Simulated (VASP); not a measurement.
A run of VASP 6.6.1 is set up as follows.

POSCAR

```
O2F
1.0
    0.0000000000      2.4206425756      2.4206425756
    2.4206425756      0.0000000000      2.4206425756
    2.4206425756      2.4206425756      0.0000000000
F O
1 2
Direct
    0.0000000000      0.0000000000      0.0000000000
    0.2500000000      0.2500000000      0.2500000000
    0.7500000000      0.7500000000      0.7500000000
```

INCAR.step1

```
ALGO = Normal
EDIFF = 1E-4
ENCUT = 520
GGA = PE
ISMEAR = -1
LASPH = T
LCHARG = F
LREAL = F
LWAVE = T
NBANDS = 16
NELM = 80
PREC = Accurate
SIGMA = 0.1
```

The input INCAR.step2:

```
ALGO = Normal
EDIFF = 1E-6
ENCUT = 520
ISIF = 2
ISMEAR = -1
ISTART = 1
LASPH = T
LCHARG = F
LMIXTAU = T
LREAL = F
LWAVE = F
METAGGA = R2SCAN
NBANDS = 16
NELM = 80
PREC = Accurate
SIGMA = 0.1
```

File KPOINTS:

```
k-points
0
Gamma
  12 12 12
```

Potentials or basis: VASP PAW PBE potentials, release 64 (F, O).

The run is started by

```sh
$ cat potpaw_PBE.64/F/POTCAR potpaw_PBE.64/O/POTCAR > POTCAR
$ cp INCAR.step1 INCAR
$ mpirun -np 1 vasp_std > vasp.out
$ cp INCAR.step2 INCAR
$ mpirun -np 1 vasp_std > vasp.out
```

**Question.** What does it give for the band gap on the k mesh?

**Answer.** Zero (an odd number of electrons rules out a gap without spin polarisation).

**Question.** Predict the pressure.

**Answer.** 3.4 GPa.

Caveat: the cell stands under pressure; the PAW data sets were made with another functional, which shifts forces and pressure a little; an odd number of electrons without spin polarisation forces a metal; a magnetic or distorted state may lie lower.
